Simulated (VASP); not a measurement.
# Fe (Fm-3m) in VASP: notebook, part 2 of 2

VASP 6.6.1. The steps go on from the part before.

## Step 5: Single point, PBE, collinear spin, antiferromagnetic start

The input, INCAR:

```
  ALGO = Normal
  EDIFF = 1E-6
  ENCUT = 520
  GGA = PE
  ISIF = 2
  ISMEAR = -1
  ISPIN = 2
  LASPH = T
  LCHARG = F
  LMAXMIX = 4
  LORBIT = 11
  LREAL = F
  LWAVE = F
  MAGMOM = 4 -4
  NBANDS = 19
  NELM = 150
  PREC = Accurate
  SIGMA = 0.05
```

The input, KPOINTS:

```
k-points
0
Gamma
  12 12 6
```

The input, POSCAR:

```
Fe
1.0
    0.0000000000      1.8195000000      1.8195000000
    1.8195000000      0.0000000000      1.8195000000
    3.6390000000      3.6390000000      0.0000000000
Fe
2
Direct
    0.0000000000      0.0000000000      0.0000000000
    0.0000000000      0.0000000000      0.5000000000
```

Potentials or basis: VASP PAW PBE potentials, release 64 (Fe).

Command:

```sh
$ cat potpaw_PBE.64/Fe/POTCAR > POTCAR
$ mpirun -np 1 vasp_std > vasp.out
```

OUTCAR:

```text
EDIFF = 1E-6
   ENCUT = 520
   GGA = PE
   ISIF = 2
   ISMEAR = -1
   ISPIN = 2
   LASPH = T
   LORBIT = 11
   LREAL = F
   NELM = 150
   PREC = Accurate

 ion  position               nearest neighbor table
   1  0.000  0.000  0.000-   2 2.57   2 2.57   2 2.57   2 2.57   2 2.57   2 2.57
   2  0.000  0.000  0.500-   1 2.57   1 2.57   1 2.57   1 2.57   1 2.57   1 2.57

  LATTYP: Found a trigonal (rhomboedric) cell.
 ALAT       =     4.4568465870
 COS(alpha) =     0.8333333333

  Lattice vectors:

 A1 = (   3.6390000000,   1.8195000000,  -1.8195000000)
 A2 = (   1.8195000000,   1.8195000000,  -3.6390000000)
 A3 = (   1.8195000000,   3.6390000000,  -1.8195000000)

Analysis of symmetry for initial positions (statically):
=====================================================================
 Subroutine PRICEL returns following result:

  LATTYP: Found a face centered cubic cell.
 ALAT       =     3.6390000000
[... 12 lines left out ...]
 Subroutine GETGRP returns: Found 12 space group operations
 (whereof 12 operations were pure point group operations)
 out of a pool of 12 trial point group operations.
[... 755 lines left out ...]

 k-point     1 :       0.0000    0.0000    0.0000
  band No.  band energies     occupation
      1      -2.7869      1.00000
      2       1.0562      1.00000
      3       3.2924      1.00000
      4       3.2924      1.00000
      5       3.8396      1.00000
      6       3.8396      1.00000
[... 517 lines left out ...]
     18      26.2036      0.00000
     19      26.9588      0.00000

 [... further k-points ...]
[... 5 lines left out ...]
  --------------------------------------------------------------------------------------
  -------------------------------------------------------------------------------------
  Total       -2.1019953     -2.1019953     -2.1019953      0.4253019     -0.4253019     -0.4253019
  in kB     -139.7739192   -139.7739192   -139.7739192     28.2808041    -28.2808041    -28.2808041
  external PRESSURE =    -139.7739192 kB  Pullay stress =       0.0000000 kB

 VOLUME and BASIS-vectors are now :
 -----------------------------------------------------------------------------
  energy-cutoff  :      520.00
  volume of cell :       24.09
      direct lattice vectors                 reciprocal lattice vectors
     0.000000000  1.819500000  1.819500000    -0.274800769  0.274800769  0.274800769
     1.819500000  0.000000000  1.819500000     0.274800769 -0.274800769  0.274800769
     3.639000000  3.639000000  0.000000000     0.137400385  0.137400385 -0.137400385

 POSITION                                       TOTAL-FORCE (eV/Angst)
 -----------------------------------------------------------------------------------
      0.00000      0.00000      0.00000        -0.000000      0.000000      0.000000
      1.81950      1.81950      0.00000         0.000000     -0.000000     -0.000000
 -----------------------------------------------------------------------------------
    total drift:                               -0.000000     -0.000000      0.000000

  FREE ENERGIE OF THE ION-ELECTRON SYSTEM (eV)
  ---------------------------------------------------
  free  energy   TOTEN  =       -16.0148880788 eV

  energy  without entropy=      -15.9860038006  energy(sigma->0) =      -16.00044594

 total charge

# of ion       s       p       d       tot
------------------------------------------
    1        0.470   0.500   6.176   7.146
    2        0.470   0.500   6.176   7.146
--------------------------------------------------
tot          0.941   1.000  12.352  14.292

 magnetization (x)

# of ion       s       p       d       tot
------------------------------------------
    1        0.007   0.020   2.004   2.031
    2       -0.007  -0.020  -2.004  -2.031
--------------------------------------------------
tot          0.000  -0.000   0.000  -0.000
```

Run time: 37 s. Hardware: 1 thread of Intel Xeon 6975P-C (Granite Rapids), shared host; peak memory 0.19 GiB.

What came out:

```yaml
Free_energy: -16.0149 eV
Pressure: -14.0 GPa
Band_gap_on_the_k_mesh: zero (filled and empty bands overlap)
Net_moment: 0.00 μB per cell
Site_moments: Fe +2.03, -2.03 μB
Valence_electrons_inside_the_program's_atomic_spheres: Fe 7.15
```

Stress tensor (GPa, compression positive):
```
-13.98   2.83  -2.83
  2.83 -13.98  -2.83
 -2.83  -2.83 -13.98
```

Levels at points of the mesh, in eV from the Fermi level:
Spin up:
```csv
k point,band 4,band 5,band 6,band 7,band 8,band 9,band 10,band 11,band 12,band 13
"(0.00, 0.00, 0.00)",-2.17,-1.62,-1.62,-1.46,-0.13,0.06,0.06,1.26,1.26,6.65
"(0.50, 0.00, 0.00)",-2.04,-1.37,-0.27,-0.08,0.42,1.12,1.13,1.85,2.56,6.68
"(0.00, 0.00, 0.50)",-2.08,-2.08,-1.31,-1.31,-1.30,-0.21,-0.21,1.01,1.01,14.13
"(0.50, 0.00, 0.50)",-2.30,-2.10,-1.69,-0.90,-0.26,0.53,1.85,2.60,3.57,8.54
```
Spin down:
| k point | band 6 | band 7 | band 8 | band 9 | band 10 | band 11 |
| --- | --- | --- | --- | --- | --- | --- |
| (0.00, 0.00, 0.00) | -1.62 | -1.46 | -0.13 | 0.06 | 0.06 | 1.26 |
| (0.50, 0.00, 0.00) | -0.27 | -0.08 | 0.42 | 1.12 | 1.13 | 1.85 |
| (0.00, 0.00, 0.50) | -1.31 | -1.31 | -1.30 | -0.21 | -0.21 | 1.01 |
| (0.50, 0.00, 0.50) | -1.69 | -0.90 | -0.26 | 0.53 | 1.85 | 2.60 |

## Step 6: Single point, PBE, collinear spin, ferromagnetic start

The input, INCAR:

```
ALGO = Normal ; EDIFF = 1E-6
ENCUT = 520 ; GGA = PE
ISIF = 2 ; ISMEAR = -1
ISPIN = 2 ; LASPH = True
LCHARG = False ; LMAXMIX = 4
LORBIT = 11 ; LREAL = False
LWAVE = False ; MAGMOM = 0.8 0.8
NBANDS = 19 ; NELM = 150
PREC = Accurate ; SIGMA = 0.05
```

KPOINTS is that of step 5.

POSCAR is that of step 5.

Potentials or basis: VASP PAW PBE potentials, release 64 (Fe).

Command:

```sh
$ cat potpaw_PBE.64/Fe/POTCAR > POTCAR
$ mpirun -np 1 vasp_std > vasp.out
```

Run time: 3.2 min. Hardware: 1 thread of Intel Xeon 6975P-C (Granite Rapids), shared host; peak memory 0.2 GiB.

It converged, with:

| Quantity | Value |
| --- | --- |
| Free energy | -16.1741 eV |
| Pressure | 0.0 GPa |
| Net moment | 5.12 μB per cell |
| Site moments | Fe +2.56 μB |
| Valence electrons inside the program's atomic spheres | Fe 7.15 |

Levels at points of the mesh, in eV from the Fermi level:
Spin up:
| k point | band 7 | band 8 | band 9 | band 10 | band 11 | band 12 | band 13 | band 14 | band 15 | band 16 |
| --- | --- | --- | --- | --- | --- | --- | --- | --- | --- | --- |
| (0.00, 0.00, 0.00) | -2.44 | -1.47 | -1.47 | -0.55 | -0.55 | -0.16 | 5.97 | 20.39 | 21.76 | 23.44 |
| (0.50, 0.00, 0.00) | -0.55 | -0.55 | -0.26 | -0.26 | -0.16 | 2.46 | 5.97 | 9.18 | 14.02 | 14.02 |
| (0.00, 0.00, 0.50) | -2.29 | -2.29 | -1.29 | -1.29 | -1.29 | -1.29 | 13.91 | 13.91 | 21.94 | 21.94 |
| (0.50, 0.00, 0.50) | -1.68 | -1.68 | -0.47 | -0.47 | 2.41 | 2.41 | 8.38 | 8.38 | 13.99 | 13.99 |
Spin down:
```tsv
k point	band 1	band 2	band 3	band 4	band 5	band 6	band 7	band 8	band 9	band 10
(0.00, 0.00, 0.00)	-8.13	-3.46	-0.10	-0.10	-0.10	-0.07	-0.07	-0.02	1.49	1.49
(0.50, 0.00, 0.00)	-3.46	-3.19	-2.45	-0.07	-0.07	-0.02	2.28	2.28	2.40	2.42
(0.00, 0.00, 0.50)	-5.97	-5.97	-0.76	-0.76	0.19	0.19	0.19	0.19	1.53	1.53
(0.50, 0.00, 0.50)	-2.66	-2.66	-1.78	-1.78	-0.42	-0.42	1.01	1.01	2.34	2.34
```
